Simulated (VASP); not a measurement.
# ZnS in VASP: notebook, part 2 of 2

VASP 6.6.1.

## (3) Electric field gradients, PBEsol (equal xx and yy strain of -3 %)

INCAR reads:

```
ALGO = Normal ; EDIFF = 1E-8
ENCUT = 520 ; GGA = PS
ISIF = 2 ; ISMEAR = -1
LASPH = True ; LCHARG = False
LEFG = True ; LREAL = False
LWAVE = False ; NBANDS = 16
NELM = 60 ; PREC = Accurate
SIGMA = 0.01
```

KPOINTS reads:

```
k-points
0
Gamma
  8 8 8
```

POSCAR reads:

```
ZnS
1.0
    0.0000000000      2.6235105000      2.7046500000
    2.6235105000      0.0000000000      2.7046500000
    2.6235105000      2.6235105000      0.0000000000
Zn S
1 1
Direct
    0.0000000000      0.0000000000      0.0000000000
    0.7500000000      0.7500000000      0.7500000000
```

Potentials or basis: VASP PAW PBE potentials, release 64 (Zn, S).

Run with:

```sh
cat potpaw_PBE.64/Zn/POTCAR potpaw_PBE.64/S/POTCAR > POTCAR
mpirun -np 1 vasp_std > vasp.out
```

OUTCAR:

```text
EDIFF = 1E-8
   ENCUT = 520
   GGA = PS
   ISIF = 2
   ISMEAR = -1
   LASPH = True
   LREAL = False
   NELM = 60
   PREC = Accurate

 ion  position               nearest neighbor table
   1  0.000  0.000  0.000-   2 2.30   2 2.30   2 2.30   2 2.30
   2  0.750  0.750  0.750-   1 2.30   1 2.30   1 2.30   1 2.30

  LATTYP: Found a body centered tetragonal cell.
 ALAT       =     3.7102041301
 C/A-ratio  =     1.4579521262

  Lattice vectors:

 A1 = (  -2.6235105000,   0.0000000000,   2.7046500000)
 A2 = (   2.6235105000,   0.0000000000,   2.7046500000)
 A3 = (   0.0000000000,   2.6235105000,  -2.7046500000)

Analysis of symmetry for initial positions (statically):
=====================================================================
 Subroutine PRICEL returns:
 Original cell was already a primitive cell.

 Routine SETGRP: Setting up the symmetry group for a
 body centered tetragonal supercell.

 Subroutine GETGRP returns: Found  8 space group operations
 (whereof  8 operations were pure point group operations)
 out of a pool of 16 trial point group operations.

The static configuration has the point symmetry D_2d.

Analysis of symmetry for dynamics (positions and initial velocities):
=====================================================================
 Subroutine PRICEL returns:
 Original cell was already a primitive cell.

 Routine SETGRP: Setting up the symmetry group for a
 body centered tetragonal supercell.

 Subroutine GETGRP returns: Found  8 space group operations
 (whereof  8 operations were pure point group operations)
 out of a pool of 16 trial point group operations.

The dynamic configuration has the point symmetry D_2d.
[... 150 lines left out ...]
 fundamental gap:      2.1895655031
 Fermi energy:         2.8019116345

 k-point     1 :       0.0000    0.0000    0.0000
  band No.  band energies     occupation
      1     -11.0044      2.00000
      2      -4.0640      2.00000
      3      -4.0438      2.00000
      4      -4.0438      2.00000
      5      -3.4888      2.00000
      6      -3.4756      2.00000
[... 433 lines left out ...]
      3      -3.9138      2.00000
      4      -3.8673      2.00000
      5      -3.4808      2.00000
      6      -3.4409      2.00000
[... 8 lines left out ...]
     15      15.3023      0.00000
     16      15.7708      0.00000

 [... further k-points ...]
[... 5 lines left out ...]
  --------------------------------------------------------------------------------------
  -------------------------------------------------------------------------------------
  Total        0.7665826      0.7665826      0.4605106      0.0000000      0.0000000     -0.0000000
  in kB       32.9885238     32.9885238     19.8172575      0.0000000      0.0000000     -0.0000000
  external PRESSURE =      28.5981017 kB  Pullay stress =       0.0000000 kB

 VOLUME and BASIS-vectors are now :
 -----------------------------------------------------------------------------
  energy-cutoff  :      520.00
  volume of cell :       37.23
      direct lattice vectors                 reciprocal lattice vectors
     0.000000000  2.623510500  2.704650000    -0.190584333  0.190584333  0.184866803
     2.623510500  0.000000000  2.704650000     0.190584333 -0.190584333  0.184866803
     2.623510500  2.623510500  0.000000000     0.190584333  0.190584333 -0.184866803

 POSITION                                       TOTAL-FORCE (eV/Angst)
 -----------------------------------------------------------------------------------
      0.00000      0.00000      0.00000         0.000000      0.000000      0.000000
      3.93527      3.93527      4.05697        -0.000000     -0.000000     -0.000000
 -----------------------------------------------------------------------------------
    total drift:                               -0.000002     -0.000002     -0.000002

  FREE ENERGIE OF THE ION-ELECTRON SYSTEM (eV)
  ---------------------------------------------------
  free  energy   TOTEN  =        -7.5741196957 eV

  energy  without entropy=       -7.5741196957  energy(sigma->0) =       -7.57411970

 Electric field gradients (V/A^2)
---------------------------------------------------------------------
 ion       V_xx      V_yy      V_zz      V_xy      V_xz      V_yz
---------------------------------------------------------------------
   1       2.818     2.818    -5.635     0.003    -0.000    -0.000
   2      -3.222    -3.222     6.445    -0.001    -0.000    -0.000
---------------------------------------------------------------------

 Electric field gradients after diagonalization (V/A^2)
 (convention: |V_zz| > |V_xx| > |V_yy|)
----------------------------------------------------------------------
 ion       V_xx      V_yy      V_zz     asymmetry (V_yy - V_xx)/ V_zz
----------------------------------------------------------------------
   1       2.821     2.815    -5.635       0.001
   2      -3.223    -3.222     6.445       0.000
----------------------------------------------------------------------

           NMR quadrupolar parameters

 Cq : quadrupolar parameter    Cq=e*Q*V_zz/h
 eta: asymmetry parameters     (V_yy - V_xx)/ V_zz
 Q  : nuclear electric quadrupole moment in mb (millibarn)
----------------------------------------------------------------------
 ion       Cq(MHz)       eta       Q (mb)
----------------------------------------------------------------------
   1      -0.014       0.001       1.000
   2       0.016       0.000       1.000
----------------------------------------------------------------------
```

stdout:

```text
POSCAR found type information on POSCAR ZnS
 POSCAR found :  2 types and       2 ions
 scaLAPACK will be used
 -----------------------------------------------------------------------------
|                                                                             |
|                                                                             |
|     You enforced a specific xc type in the INCAR file but a different       |
|     I HOPE YOU KNOW WHAT YOU ARE DOING!                                     |
|                                                                             |
 -----------------------------------------------------------------------------

 LDA part: xc-table for (Slater+PW92), standard interpolation
 POSCAR, INCAR and KPOINTS ok, starting setup
 FFT: planning ... GRIDC
 FFT: planning ... GRID_SOFT
 FFT: planning ... GRID
 WAVECAR not read
 entering main loop
ion   1

ion   2
```

Run time: 17 s. Hardware: 1 thread of Intel Xeon 6975P-C (Granite Rapids), shared host; peak memory 0.17 GiB.

Results:

- Free energy: -7.5741 eV
- Pressure: 2.9 GPa
- Band gap on the k mesh: 2.19 eV, direct

Stress tensor (GPa, compression positive):
```
3.30 0.00 0.00
0.00 3.30 0.00
0.00 0.00 1.98
```

Levels at points of the mesh, in eV from the valence-band top:
```tsv
k point	band 7	band 8	band 9	band 10	band 11	band 12
(0.00, 0.00, 0.00)	-0.12	0.00	0.00	2.19	6.22	6.23
(0.50, 0.00, 0.00)	-5.76	-1.09	-0.91	3.25	6.64	6.90
(0.50, 0.50, 0.00)	-5.00	-2.39	-2.39	3.18	4.11	10.98
(0.50, 0.00, 0.50)	-4.81	-2.60	-2.52	3.01	3.81	11.33
```

Electric field gradients, principal values (V/Å²):
```csv
atom,least,middle,greatest (by size)
1 Zn,2.815,2.821,-5.635
2 S,-3.222,-3.223,6.445
```

Caveat: the cell differs from its parent crystal (equal xx and yy strain of -3 %); without QUAD_EFG the Cq values of the log hold for a quadrupole moment of 1 mb, not for the nuclei; the PAW data sets were made with another functional, which shifts forces and pressure a little.

## (4) Electric field gradients, PBEsol (equal xx and yy strain of -3 %)

INCAR reads:

```
SYSTEM = ZnS
PREC = Accurate
ENCUT = 520
EDIFF = 1E-8
ISMEAR = -1
SIGMA = 0.01
LREAL = .FALSE.
LASPH = .TRUE.
NELM = 100
ALGO = Normal
ISIF = 2
LWAVE = .FALSE.
LCHARG = .FALSE.
GGA = PS
LEFG = .TRUE.
NBANDS = 16
```

KPOINTS reads:

```
regular mesh
0
G
  8 8 8
  0 0 0
```

POSCAR is that of step 3.

Potentials or basis: VASP PAW PBE potentials, release 64 (Zn, S).

Run with:

```sh
cat potpaw_PBE.64/Zn/POTCAR potpaw_PBE.64/S/POTCAR > POTCAR
mpirun -np 1 vasp_std > vasp.out
```

OUTCAR:

```text
SYSTEM = ZnS
   PREC = Accurate
   ENCUT = 520
   EDIFF = 1E-8
   ISMEAR = -1
   LREAL = .FALSE.
   LASPH = .TRUE.
   NELM = 100
   ISIF = 2
   GGA = PS

 ion  position               nearest neighbor table
   1  0.000  0.000  0.000-   2 2.30   2 2.30   2 2.30   2 2.30
   2  0.750  0.750  0.750-   1 2.30   1 2.30   1 2.30   1 2.30

  LATTYP: Found a body centered tetragonal cell.
 ALAT       =     3.7102041301
 C/A-ratio  =     1.4579521262

  Lattice vectors:

 A1 = (  -2.6235105000,   0.0000000000,   2.7046500000)
 A2 = (   2.6235105000,   0.0000000000,   2.7046500000)
 A3 = (   0.0000000000,   2.6235105000,  -2.7046500000)

Analysis of symmetry for initial positions (statically):
=====================================================================
 Subroutine PRICEL returns:
 Original cell was already a primitive cell.

 Routine SETGRP: Setting up the symmetry group for a
 body centered tetragonal supercell.

 Subroutine GETGRP returns: Found  8 space group operations
 (whereof  8 operations were pure point group operations)
 out of a pool of 16 trial point group operations.

The static configuration has the point symmetry D_2d.

Analysis of symmetry for dynamics (positions and initial velocities):
=====================================================================
 Subroutine PRICEL returns:
 Original cell was already a primitive cell.

 Routine SETGRP: Setting up the symmetry group for a
 body centered tetragonal supercell.

 Subroutine GETGRP returns: Found  8 space group operations
 (whereof  8 operations were pure point group operations)
 out of a pool of 16 trial point group operations.

The dynamic configuration has the point symmetry D_2d.

[... 150 lines left out ...]
 Fermi energy:         2.8019116345

 k-point     1 :       0.0000    0.0000    0.0000
  band No.  band energies     occupation
      1     -11.0044      2.00000
      2      -4.0640      2.00000
      3      -4.0438      2.00000
      4      -4.0438      2.00000
      5      -3.4888      2.00000
      6      -3.4756      2.00000
[... 433 lines left out ...]
      3      -3.9138      2.00000
      4      -3.8673      2.00000
      5      -3.4808      2.00000
      6      -3.4409      2.00000
[... 8 lines left out ...]
     15      15.3023      0.00000
     16      15.7708      0.00000

 [... further k-points ...]
[... 5 lines left out ...]
  --------------------------------------------------------------------------------------
  -------------------------------------------------------------------------------------
  Total        0.7665826      0.7665826      0.4605106      0.0000000      0.0000000     -0.0000000
  in kB       32.9885238     32.9885238     19.8172575      0.0000000      0.0000000     -0.0000000
  external PRESSURE =      28.5981017 kB  Pullay stress =       0.0000000 kB

 VOLUME and BASIS-vectors are now :
 -----------------------------------------------------------------------------
  energy-cutoff  :      520.00
  volume of cell :       37.23
      direct lattice vectors                 reciprocal lattice vectors
     0.000000000  2.623510500  2.704650000    -0.190584333  0.190584333  0.184866803
     2.623510500  0.000000000  2.704650000     0.190584333 -0.190584333  0.184866803
     2.623510500  2.623510500  0.000000000     0.190584333  0.190584333 -0.184866803

 POSITION                                       TOTAL-FORCE (eV/Angst)
 -----------------------------------------------------------------------------------
      0.00000      0.00000      0.00000         0.000000      0.000000      0.000000
      3.93527      3.93527      4.05697        -0.000000     -0.000000     -0.000000
 -----------------------------------------------------------------------------------
    total drift:                               -0.000002     -0.000002     -0.000002

  FREE ENERGIE OF THE ION-ELECTRON SYSTEM (eV)
  ---------------------------------------------------
  free  energy   TOTEN  =        -7.5741196957 eV

  energy  without entropy=       -7.5741196957  energy(sigma->0) =       -7.57411970

 Electric field gradients (V/A^2)
---------------------------------------------------------------------
 ion       V_xx      V_yy      V_zz      V_xy      V_xz      V_yz
---------------------------------------------------------------------
   1       2.818     2.818    -5.635     0.003    -0.000    -0.000
   2      -3.222    -3.222     6.445    -0.001    -0.000    -0.000
---------------------------------------------------------------------

 Electric field gradients after diagonalization (V/A^2)
 (convention: |V_zz| > |V_xx| > |V_yy|)
----------------------------------------------------------------------
 ion       V_xx      V_yy      V_zz     asymmetry (V_yy - V_xx)/ V_zz
----------------------------------------------------------------------
   1       2.821     2.815    -5.635       0.001
   2      -3.223    -3.222     6.445       0.000
----------------------------------------------------------------------

           NMR quadrupolar parameters

 Cq : quadrupolar parameter    Cq=e*Q*V_zz/h
 eta: asymmetry parameters     (V_yy - V_xx)/ V_zz
 Q  : nuclear electric quadrupole moment in mb (millibarn)
----------------------------------------------------------------------
 ion       Cq(MHz)       eta       Q (mb)
----------------------------------------------------------------------
   1      -0.014       0.001       1.000
   2       0.016       0.000       1.000
----------------------------------------------------------------------
```

OSZICAR:

```text
N       E                     dE             d eps       ncg     rms          rms(c)
DAV:   1     0.883197850815E+02    0.88320E+02   -0.89165E+03  1888   0.138E+03
DAV:   2    -0.252890290286E+01   -0.90849E+02   -0.84678E+02  2168   0.258E+02
DAV:   3    -0.793330793896E+01   -0.54044E+01   -0.53828E+01  2312   0.626E+01
DAV:   4    -0.798841315971E+01   -0.55105E-01   -0.55092E-01  2392   0.656E+00
DAV:   5    -0.798901301474E+01   -0.59986E-03   -0.59985E-03  2336   0.658E-01    0.747E+00
DAV:   6    -0.759940841435E+01    0.38960E+00   -0.80362E-01  2720   0.336E+01    0.580E+00
DAV:   7    -0.757773896896E+01    0.21669E-01   -0.25638E-01  2320   0.519E+00    0.277E+00
DAV:   8    -0.757428696635E+01    0.34520E-02   -0.58532E-03  2720   0.110E+00    0.649E-01
DAV:   9    -0.757404996394E+01    0.23700E-03   -0.10515E-03  2360   0.275E-01    0.889E-02
DAV:  10    -0.757412188613E+01   -0.71922E-04   -0.15266E-04  2400   0.986E-02    0.315E-02
DAV:  11    -0.757411940516E+01    0.24810E-05   -0.25370E-05  2584   0.586E-02    0.435E-03
DAV:  12    -0.757411971660E+01   -0.31144E-06   -0.30451E-06  2472   0.131E-02    0.189E-03
DAV:  13    -0.757411970168E+01    0.14918E-07   -0.99230E-08  2416   0.337E-03    0.489E-04
DAV:  14    -0.757411969567E+01    0.60040E-08   -0.94506E-09  2008   0.266E-03
   1 F= -.75741197E+01 E0= -.75741197E+01  d E =-.894761E-11
```

stdout:

```text
POSCAR found type information on POSCAR ZnS
 POSCAR found :  2 types and       2 ions
 scaLAPACK will be used
 -----------------------------------------------------------------------------
|                                                                             |
|                                                                             |
|     You enforced a specific xc type in the INCAR file but a different       |
|     I HOPE YOU KNOW WHAT YOU ARE DOING!                                     |
|                                                                             |
 -----------------------------------------------------------------------------

 LDA part: xc-table for (Slater+PW92), standard interpolation
 POSCAR, INCAR and KPOINTS ok, starting setup
 FFT: planning ... GRIDC
 FFT: planning ... GRID_SOFT
 FFT: planning ... GRID
 WAVECAR not read
 entering main loop
ion   1

ion   2
```

It took 19 s on 1 thread of Intel Xeon 6975P-C (Granite Rapids), shared host; peak memory 0.17 GiB.

Results:

```
Free energy            : -7.5741 eV
Pressure               : 2.9 GPa
Band gap on the k mesh : 2.19 eV, direct
```

Electric field gradients, principal values (V/Å²):
```
atom   least  middle  greatest (by size)
1 Zn   2.815   2.821              -5.635
 2 S  -3.222  -3.223               6.445
```

Caveat: the cell differs from its parent crystal (equal xx and yy strain of -3 %); without QUAD_EFG the Cq values of the log hold for a quadrupole moment of 1 mb, not for the nuclei; the PAW data sets were made with another functional, which shifts forces and pressure a little.
